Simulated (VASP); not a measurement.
SiNi3:

```xyz
4
Lattice="3.5420 0.0000 0.0000 0.0000 3.5420 0.0000 0.0000 0.0000 3.5420" Properties=species:S:1:pos:R:3 pbc="T T T"
Si    0.0000    0.0000    0.0000
Ni    0.0000    1.7710    1.7710
Ni    1.7710    0.0000    1.7710
Ni    1.7710    1.7710    0.0000
```

| Item | Value |
| --- | --- |
| Program | VASP 6.6.1 |
| Task | relaxation of cell and atoms |
| Functional | PBEsol |
| Potentials or basis | VASP PAW PBE potentials, release 64 (Si, Ni) |
| Cutoff | 600 eV |
| k mesh | 6 × 6 × 6 |
| Occupations | gaussian, width 0.1 eV |
| Spin | no spin polarisation |

At the start: pressure -14.0 GPa; volume 11.11 Å³/atom.

Q: Where does the relaxation end?

A: Over 3 steps the energy falls by 34.6 meV/atom and the volume is 10.38 Å³/atom (-6.6 %); space group Pm-3m (No. 221, to 0.05 Å).

Step by step:
```csv
step,energy change (eV),largest force (eV/Å),pressure (GPa),volume (Å³)
1,0.0000,0.0000,-13.97,44.44
2,0.0449,0.0000,21.21,38.49
3,-0.1382,0.0000,-0.18,41.51
```

Final structure:
```xyz
4
Lattice="3.4625 0.0000 0.0000 0.0000 3.4625 0.0000 0.0000 0.0000 3.4625" Properties=species:S:1:pos:R:3 pbc="T T T"
Si    0.0000    0.0000    0.0000
Ni    0.0000    1.7313    1.7313
Ni    1.7313    0.0000    1.7313
Ni    1.7313    1.7313    0.0000
```

Caveat: the PAW data sets were made with another functional, which shifts forces and pressure a little.
